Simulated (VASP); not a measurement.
A run of VASP 6.6.1:

INCAR

```
SYSTEM = As
  PREC = Accurate
  ENCUT = 520
  EDIFF = 1E-6
  ISMEAR = -1
  SIGMA = 0.1
  LREAL = .FALSE.
  LASPH = .TRUE.
  NELM = 100
  ALGO = Normal
  ISIF = 2
  LWAVE = .FALSE.
  LCHARG = .FALSE.
  GGA = PE
  NBANDS = 8
```

The input KPOINTS:

```
regular mesh
0
G
  21 21 21
  0 0 0
```

POSCAR

```
As
1.0
    0.0000000000      1.6087214576      1.6087214576
    1.6087214576      0.0000000000      1.6087214576
    1.6087214576      1.6087214576      0.0000000000
As
1
Direct
    0.0000000000      0.0000000000      0.0000000000
```

Potentials or basis: VASP PAW PBE potentials, release 64 (As).

Command:

```console
$ cat potpaw_PBE.64/As/POTCAR > POTCAR
$ mpirun -np 1 vasp_std > vasp.out
```

Hardware: 1 thread of AMD EPYC 7R43 64-Core Processor (Zen 3), on a shared host.

**Question.** How long does it take, and how much memory?

**Answer.** It took 14 s on 1 thread of AMD EPYC 7R43 64-Core Processor (Zen 3), with other jobs on the host, peak memory 0.09 GiB. Counts: scf iterations 9, k points 286.
